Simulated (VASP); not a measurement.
# Co (P6_3/mmc) in VASP: further runs

Aim: see how the results for Co move with the level of theory and the settings. Levels: revPBE+D3(BJ), PBEsol, PBE. Tasks: single point.

Everything below comes from runs of VASP 6.6.1. Logs are shortened: lines on timing, memory, paths and dates and some standing lists are left out, and cuts for length are marked.

## Step 1: The cell of the first run

The structure is hexagonal, space group P6_3/mmc (No. 194). Conventional cell: a = 2.465 Å, b = 2.465 Å, c = 3.977 Å, α = 90.00°, β = 90.00°, γ = 120.00°. Co (site symmetry -6m2) has 12 Co at 2.45 to 2.47 Å within 3.2 Å.

## Step 2: Single point, revPBE+D3(BJ), collinear spin, ferromagnetic start

File INCAR:

```
SYSTEM = Co
PREC = Accurate
ENCUT = 690
EDIFF = 1E-6
ISMEAR = -1
SIGMA = 0.05
LREAL = .False.
LASPH = .True.
NELM = 200
ALGO = Normal
ISIF = 2
LWAVE = .False.
LCHARG = .False.
ISPIN = 2
MAGMOM = 2 2
LORBIT = 11
LMAXMIX = 4
GGA = RE
IVDW = 12
NBANDS = 28
GGA_COMPAT = .False.
```

File KPOINTS:

```
Automatic mesh
0
Gamma
  12 12 7
  0 0 0
```

File POSCAR:

```
Co
1.0
    2.4651171487      0.0000000000      0.0000000000
   -1.2325585743      2.1348540740      0.0000000000
    0.0000000000      0.0000000000      3.9771495461
Co
2
Direct
    0.6666666667      0.3333333333      0.7500000000
    0.3333333333      0.6666666667      0.2500000000
```

Potentials or basis: VASP PAW PBE potentials, release 64 (Co_sv).

Run with:

```sh
> cat potpaw_PBE.64/Co_sv/POTCAR > POTCAR
> mpirun -np 1 vasp_std > vasp.out
```

OUTCAR:

```text
SYSTEM = Co
   PREC = Accurate
   ENCUT = 690
   EDIFF = 1E-6
   ISMEAR = -1
   LREAL = .False.
   LASPH = .True.
   NELM = 200
   ISIF = 2
   ISPIN = 2
   LORBIT = 11
   GGA = RE
   IVDW = 12
 IVDW          = 12

 ion  position               nearest neighbor table
   1  0.667  0.333  0.750-   2 2.45   2 2.45   2 2.45   2 2.45   2 2.45   2 2.45
   2  0.333  0.667  0.250-   1 2.45   1 2.45   1 2.45   1 2.45   1 2.45   1 2.45

  LATTYP: Found a hexagonal cell.
 ALAT       =     2.4651171487
 C/A-ratio  =     1.6133714165

  Lattice vectors:

 A1 = (   2.4651171487,   0.0000000000,   0.0000000000)
 A2 = (  -1.2325585743,   2.1348540740,   0.0000000000)
 A3 = (   0.0000000000,   0.0000000000,   3.9771495461)

Analysis of symmetry for initial positions (statically):
=====================================================================
 Subroutine PRICEL returns:
 Original cell was already a primitive cell.

 Routine SETGRP: Setting up the symmetry group for a
 hexagonal supercell.

 Subroutine GETGRP returns: Found 24 space group operations
 (whereof 12 operations were pure point group operations)
 out of a pool of 24 trial point group operations.

The static configuration has the point symmetry D_3d.
 The point group associated with its full space group is D_6h.

Analysis of symmetry for dynamics (positions and initial velocities):
=====================================================================
 Subroutine PRICEL returns:
 Original cell was already a primitive cell.

 Routine SETGRP: Setting up the symmetry group for a
 hexagonal supercell.

 Subroutine GETGRP returns: Found 24 space group operations
 (whereof 12 operations were pure point group operations)
 out of a pool of 24 trial point group operations.

The dynamic configuration has the point symmetry D_3d.
 The point group associated with its full space group is D_6h.

Analysis of structural, dynamic, and magnetic symmetry:
=====================================================================
 Subroutine PRICEL returns:
 Original cell was already a primitive cell.

 Routine SETGRP: Setting up the symmetry group for a
 hexagonal supercell.

 Subroutine GETGRP returns: Found 24 space group operations
 (whereof 12 operations were pure point group operations)
 out of a pool of 24 trial point group operations.

The overall configuration has the point symmetry D_3d.
 The point group associated with its full space group is D_6h.

 Subroutine INISYM returns: Found 24 space group operations
 (whereof 12 operations are pure point group operations),
 and found     1 'primitive' translations

----------------------------------------------------------------------------------------

                                     Primitive cell

  volume of cell :      20.9304

  direct lattice vectors                    reciprocal lattice vectors
     2.465117149  0.000000000  0.000000000     0.405660234  0.234208045  0.000000000
    -1.232558574  2.134854074  0.000000000     0.000000000  0.468416091  0.000000000
     0.000000000  0.000000000  3.977149546     0.000000000  0.000000000  0.251436359

  length of vectors
     2.465117149  2.465117149  3.977149546     0.468416091  0.468416091  0.251436359

  position of ions in fractional coordinates (direct lattice)
     0.666666667  0.333333333  0.750000000
     0.333333333  0.666666667  0.250000000

  ion indices of the primitive-cell ions
   primitive index   ion index
                 1           1
                 2           2

----------------------------------------------------------------------------------------

 KPOINTS: Automatic mesh

Automatic generation of k-mesh.
 Grid dimensions read from file:
 generate k-points for:   12   12    7

 Generating k-lattice:

  Cartesian coordinates                     Fractional coordinates (reciprocal lattice)
     0.033805020  0.019517337  0.000000000     0.083333333  0.000000000  0.000000000
     0.000000000  0.039034674  0.000000000     0.000000000  0.083333333  0.000000000
     0.000000000  0.000000000  0.035919480     0.000000000  0.000000000  0.142857143

  Length of vectors
     0.039034674  0.039034674  0.035919480

  Shift w.r.t. Gamma in fractional coordinates (k-lattice)
     0.000000000  0.000000000  0.000000000

 Subroutine IBZKPT returns following result:
 ===========================================

 Found     76 irreducible k-points:

 Following reciprocal coordinates:
            Coordinates               Weight
  0.000000  0.000000  0.000000      1.000000
  0.083333  0.000000  0.000000      6.000000
  0.166667  0.000000  0.000000      6.000000
  0.250000  0.000000  0.000000      6.000000
  0.333333 -0.000000  0.000000      6.000000
  0.416667  0.000000  0.000000      6.000000
[... 16 lines left out ...]
  0.250000  0.000000  0.142857     12.000000
  0.333333 -0.000000  0.142857     12.000000
 [... further k-points ...]
   k-points           NKPTS =     76   k-points in BZ     NKDIM =     76   number of bands    NBANDS=     28
   number of dos      NEDOS =    301   number of ions     NIONS =      2
   total plane-waves  NPLWV =  20736
   dimension x,y,z NGX =    24 NGY =   24 NGZ =   36
   dimension x,y,z NGXF=    48 NGYF=   48 NGZF=   72
   ions per type =               2
   NGX,Y,Z   is equivalent  to a cutoff of  16.19, 16.19, 15.05 a.u.
   NGXF,Y,Z  is equivalent  to a cutoff of  32.37, 32.37, 30.10 a.u.
 SYSTEM =  Co
   PREC   = accura    normal or accurate (medium, high low for compatibility)
   ISTART =      0    job   : 0-new  1-cont  2-samecut
   ICHARG =      2    charge: 1-file 2-atom 10-const
   ISPIN  =      2    spin polarized calculation?
   LNONCOLLINEAR =      F non collinear calculations
   LSORBIT =      F    spin-orbit coupling
   LASPH  =      T    aspherical Exc in radial PAW
   ENCUT  =  690.0 eV  50.71 Ry    7.12 a.u.   5.28  5.28  8.52*2*pi/ulx,y,z
   NELM   =    200;   NELMIN=  2; NELMDL= -5     # of ELM steps
   EDIFF  = 0.1E-05   stopping-criterion for ELM
   LREAL  =      F    real-space projection
[... 7 lines left out ...]
   TEBEG  =    0.0;   TEEND  =   0.0 temperature during run
   PSTRESS=    0.0 pullay stress
   NELECT =      34.0000    total number of electrons
   NUPDOWN=      -1.0000    fix difference up-down
   EMIN   =  10.00;   EMAX   =-10.00  energy-range for DOS
   EFERMI =   0.00;   METHOD = LEGACY
   ISMEAR =    -1;   SIGMA  =   0.05  broadening in eV -4-tet -1-fermi 0-gaus
   EFERMI_NEDOS =   21; number of points for ismear=-14 and -15
   IALGO  =     38    algorithm
   IMIX   =      4    mixing-type and parameters
     AMIX     =   0.40;   BMIX     =  1.00
     AMIX_MAG =   1.60;   BMIX_MAG =  1.00
  volume/ion in A,a.u.               =      10.47        70.62
  Fermi-wavevector in a.u.,A,eV,Ry     =   1.924459  3.636699 50.389734  3.703541
  Thomas-Fermi vector in A             =   2.958068
   LORBIT       =     11    0 simple, 1 ext, 2 COOP (PROOUT), +10 PAW based schemes
   GGA     = RE    functional components
   LHFCALC =     F    Hartree Fock is set to
   AEXX    =    0.0000 exact exchange contribution
   IVDW    =    12    specifies the selected vdW correction
   LEPSILON=     F    determine dielectric tensor
   LRPA    =     F    only Hartree local field effects (RPA)
 spin polarized calculation
  energy-cutoff  :      690.00
  volume of cell :       20.93
 maximum number of plane-waves:       876
 NGX is ok and might be reduce to    24
   NGX = 11   NGY = 11   NGZ = 17

 number of electron      34.0000015 magnetization       3.1966212

 Free energy of the ion-electron system (eV)
  ---------------------------------------------------
  ext. energy  EPLUGINS =         0.00000000
  ---------------------------------------------------
  free energy    TOTEN  =       -13.38722260 eV

  energy without entropy =      -13.37206949  energy(sigma->0) =      -13.37964605

 E-fermi :  12.6965     XC(G=0): -14.0284

 val. band max:       12.6937350941   @ k =   0.2500   0.0000   0.2857
 cond. band min:      12.7080702564   @ k =   0.3333   0.2500   0.4286
 fundamental gap:      0.0143351624
 Fermi energy:        12.6965092657

 spin component 1

 k-point     1 :       0.0000    0.0000    0.0000
  band No.  band energies     occupation
      1     -83.5276      1.00000
      2     -83.4612      1.00000
      3     -46.8865      1.00000
      4     -46.5708      1.00000
      5     -46.5708      1.00000
      6     -46.5162      1.00000
[... 20 lines left out ...]
     27      38.9264      0.00000
     28      38.9264      0.00000
[... 683 lines left out ...]
 k-point    24 :       0.3333   -0.0000    0.1429
  band No.  band energies     occupation
      1     -83.4818      1.00000
      2     -83.4474      1.00000
      3     -46.8057      1.00000
      4     -46.7391      1.00000
      5     -46.7184      1.00000
      6     -46.6284      1.00000
[... 20 lines left out ...]
     27      36.2746      0.00000
     28      37.8512      0.00000

 [... further k-points ...]

 spin component 2

 k-point     1 :       0.0000    0.0000    0.0000
  band No.  band energies     occupation
      1     -81.4673      1.00000
      2     -81.3959      1.00000
      3     -44.8903      1.00000
      4     -44.5489      1.00000
      5     -44.5489      1.00000
      6     -44.4903      1.00000
[... 20 lines left out ...]
     27      39.2315      0.00000
     28      39.2315      0.00000
[... 683 lines left out ...]
 k-point    24 :       0.3333   -0.0000    0.1429
  band No.  band energies     occupation
      1     -81.4180      1.00000
      2     -81.3811      1.00000
      3     -44.8035      1.00000
      4     -44.7320      1.00000
      5     -44.7089      1.00000
      6     -44.6114      1.00000
[... 20 lines left out ...]
     27      36.6593      0.00000
     28      38.1824      0.00000

 [... further k-points ...]

------------------------ aborting loop because EDIFF is reached ----------------------------------------

 Edisp (eV)   -1.66273

 E8    (eV) :    -1.1688

  FORCE on cell =-STRESS in cart. coord.  units (eV):
  Direction    XX          YY          ZZ          XY          YZ          ZX
  --------------------------------------------------------------------------------------
  -------------------------------------------------------------------------------------
  Total      -0.26228    -0.26228    -0.25964    -0.00000     0.00000     0.00000
  in kB     -20.07691   -20.07691   -19.87524    -0.00000     0.00000     0.00000
  external pressure =      -20.01 kB  Pullay stress =        0.00 kB

 VOLUME and BASIS-vectors are now :
 -----------------------------------------------------------------------------
  energy-cutoff  :      690.00
  volume of cell :       20.93
      direct lattice vectors                 reciprocal lattice vectors
     2.465117149  0.000000000  0.000000000     0.405660234  0.234208045  0.000000000
    -1.232558574  2.134854074  0.000000000     0.000000000  0.468416091  0.000000000
     0.000000000  0.000000000  3.977149546     0.000000000  0.000000000  0.251436359

 POSITION                                       TOTAL-FORCE (eV/Angst)
 -----------------------------------------------------------------------------------
      1.23256      0.71162      2.98286        -0.000000      0.000000      0.000000
     -0.00000      1.42324      0.99429         0.000000     -0.000000      0.000000
 -----------------------------------------------------------------------------------
    total drift:                               -0.000000      0.000000     -0.000000

  FREE ENERGIE OF THE ION-ELECTRON SYSTEM (eV)
  ---------------------------------------------------
  free  energy   TOTEN  =       -15.0499516153 eV

  energy  without entropy=      -15.0347985034  energy(sigma->0) =      -15.04237506

 total charge

# of ion       s       p       d       tot
------------------------------------------
    1        2.252   6.132   6.700  15.084
    2        2.252   6.132   6.700  15.084
--------------------------------------------------
tot          4.504  12.264  13.399  30.168

 magnetization (x)

# of ion       s       p       d       tot
------------------------------------------
    1       -0.005  -0.015   1.692   1.672
    2       -0.005  -0.015   1.692   1.672
--------------------------------------------------
tot         -0.010  -0.031   3.384   3.344
```

It took 2 min on 1 thread of Intel Xeon Platinum 8259CL at 2.50GHz (Skylake/Cascade Lake), shared host; peak memory 0.23 GiB.

Results:

```
Free energy                                           : -15.0500 eV
Pressure                                              : -2.0 GPa
Net moment                                            : 3.20 μB per cell
Site moments                                          : Co +1.67 μB
Valence electrons inside the program's atomic spheres : Co 15.08
Dispersion energy per atom                            : -0.831 eV
```

Caveat: the PAW data sets were made with another functional, which shifts forces and pressure a little.

## Step 3: Single point, PBEsol, collinear spin, ferromagnetic start

This run uses another cell than the first one, of 10.64 Å³/atom.

File INCAR:

```
PREC     = Accurate       # precision mode
ENCUT    = 690            # plane-wave cutoff, eV
EDIFF    = 1E-6           # SCF threshold, eV
ISMEAR   = -1             # smearing method
SIGMA    = 0.05           # smearing width, eV
LREAL    = False          # projectors in reciprocal space
LASPH    = True           # aspherical terms in the spheres
NELM     = 200            # most SCF steps
ALGO     = Normal         # electronic algorithm
ISIF     = 2              # what is computed and relaxed
LWAVE    = False          # write WAVECAR
LCHARG   = False          # write CHGCAR
ISPIN    = 2              # spin polarisation
MAGMOM   = 0.5 0.5        # initial moments
LORBIT   = 11             # projections on sites
NUPDOWN  = 1.0            # fixed moment
LMAXMIX  = 4              # l up to which the mixer works
GGA      = PS             # functional
NBANDS   = 28             # bands
GGA_COMPAT= False
```

File KPOINTS:

```
regular mesh
0
Gamma
  10 10 6
```

File POSCAR:

```
Co
1.0
    2.4719999032      0.0000000000      0.0000000000
   -1.2359999516      2.1408147143      0.0000000000
    0.0000000000      0.0000000000      4.0211440800
Co
2
Direct
    0.6666666667      0.3333333333      0.7500000000
    0.3333333333      0.6666666667      0.2500000000
```

Potentials or basis: VASP PAW PBE potentials, release 64 (Co_sv).

Run with:

```sh
> cat potpaw_PBE.64/Co_sv/POTCAR > POTCAR
> mpirun -np 1 vasp_std > vasp.out
```

It took 64 s on 1 thread of AMD EPYC 9R45 (Zen 5), shared host; peak memory 0.17 GiB.

The run converged. Its results:

```yaml
Free_energy: -15.2842 eV
Pressure: -17.6 GPa
Net_moment: 1.00 μB per cell
Site_moments: Co +0.53 μB
Valence_electrons_inside_the_program's_atomic_spheres: Co 15.07
```

Stress tensor (GPa, compression positive):
```
-16.81   0.00   0.00
  0.00 -16.81   0.00
  0.00   0.00 -19.13
```

Caveat: the cell stands under tension; the PAW data sets were made with another functional, which shifts forces and pressure a little; the total moment is fixed, so each spin has its own Fermi level and the state may be an excited one.

## Step 4: Single point, PBE, collinear spin, ferromagnetic start

This run uses another cell than the first one, of 10.64 Å³/atom.

File INCAR:

```
PREC = Accurate
ENCUT = 690
EDIFF = 1E-6
ISMEAR = -1
SIGMA = 0.05
LREAL = F
LASPH = T
NELM = 200
ALGO = Normal
ISIF = 2
LWAVE = F
LCHARG = T
ISPIN = 2
MAGMOM = 4 4
LORBIT = 11
NUPDOWN = 8.0
LMAXMIX = 4
GGA = PE
LELF = T
LVHAR = T
NBANDS = 28
GGA_COMPAT = F
```

File KPOINTS:

```
Automatic mesh
0
Gamma
  10 10 6
```

POSCAR is that of step 3.

Run with:

```sh
> cat potpaw_PBE.64/Co_sv/POTCAR > POTCAR
> mpirun -np 1 vasp_std > vasp.out
```

Run time: 4.2 min. Hardware: 1 thread of AMD EPYC, shared host; peak memory 0.18 GiB.

The run converged. Its results:

```yaml
Free_energy: -1.9891 eV
Pressure: 119.4 GPa
Net_moment: 8.00 μB per cell
Site_moments: Co +3.33 μB
Valence_electrons_inside_the_program's_atomic_spheres: Co 14.88
```

Stress tensor (GPa, compression positive):
```
115.42   0.00   0.00
  0.00 115.42   0.00
  0.00   0.00 127.45
```

Caveat: the stress differs along the axes, from 115 to 127 GPa; the total moment is fixed, so each spin has its own Fermi level and the state may be an excited one.

## Step 5: Overview

| level | fixed moment (μB) | cell | k mesh | pressure (GPa) | moment (μB) |
| --- | --- | --- | --- | --- | --- |
| revPBE+D3(BJ) | - | a = 2.465, b = 2.465, c = 3.977 Å, angles 90.0, 90.0, 120.0°, 2 atoms | 12 × 12 × 7 | -2.0 | 3.20 |
| PBEsol | 1.0 | a = 2.472, b = 2.472, c = 4.021 Å, angles 90.0, 90.0, 120.0°, 2 atoms | 10 × 10 × 6 | -17.6 | 1.00 |
| PBE | 8.0 | a = 2.472, b = 2.472, c = 4.021 Å, angles 90.0, 90.0, 120.0°, 2 atoms | 10 × 10 × 6 | 119.4 | 8.00 |

Alike in all rows: task single point; potentials or basis VASP PAW PBE potentials, release 64 (Co_sv); spin collinear, ferromagnetic start; cutoff (eV) 690; smearing fermi-dirac 0.05 eV.

Caveats: the PAW data sets were made with another functional, which shifts forces and pressure a little (at least some runs); the total moment is fixed, so each spin has its own Fermi level and the state may be an excited one (at least some runs); the cell stands under tension (at least some runs); the stress differs along the axes, from 115 to 127 GPa (at least some runs).

Total energies depend on the potentials used, so only differences within one code and one set of settings carry meaning.
